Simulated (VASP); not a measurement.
A run of VASP 6.6.1 is set up as follows.

File INCAR:

```
SYSTEM = Ga2PdS3
ALGO = Normal
EDIFF = 1E-7
ENCUT = 520
GGA = PE
ISIF = 2
ISMEAR = 0
LASPH = .TRUE.
LCHARG = .FALSE.
LREAL = .FALSE.
LWAVE = .FALSE.
NBANDS = 36
NELM = 80
PREC = Accurate
SIGMA = 0.1
```

File KPOINTS:

```
k-points
0
G
  6 6 2
  0 0 0
```

Contents of POSCAR:

```
Ga2PdS3
1.0
    4.8081847600      0.0000000000      0.0000000000
   -2.4040923800      4.1640101400      0.0000000000
    0.0000000000      0.0000000000      7.5253344400
Ga Pd S
2 1 3
Direct
    0.0000000000      0.0000000000      0.9761848400
    0.0000000000      0.0000000000      0.2133704300
    0.0000000000      0.0000000000      0.5404145500
    0.5000000000      0.0000000000      0.1411954100
    0.0000000000      0.5000000000      0.1411954100
    0.5000000000      0.5000000000      0.1411954100
```

Potentials or basis: VASP PAW PBE potentials, release 64 (Ga_d, Pd, S).

Command:

```console
$ cat potpaw_PBE.64/Ga_d/POTCAR potpaw_PBE.64/Pd/POTCAR potpaw_PBE.64/S/POTCAR > POTCAR
$ mpirun -np 1 vasp_std > vasp.out
```

Q: Predict the pressure.

A: 22.9 GPa.

Q: Estimate the largest force.

A: 20.472 eV/Å.

Stress tensor (GPa, compression positive):
```
17.99  0.00  0.00
 0.00 17.99  0.00
 0.00  0.00 32.61
```

Caveat: the k points lie up to 0.42 Å⁻¹ apart; forces of over 1 eV/Å act on the atoms, so gaps and moduli don't describe the material at rest.
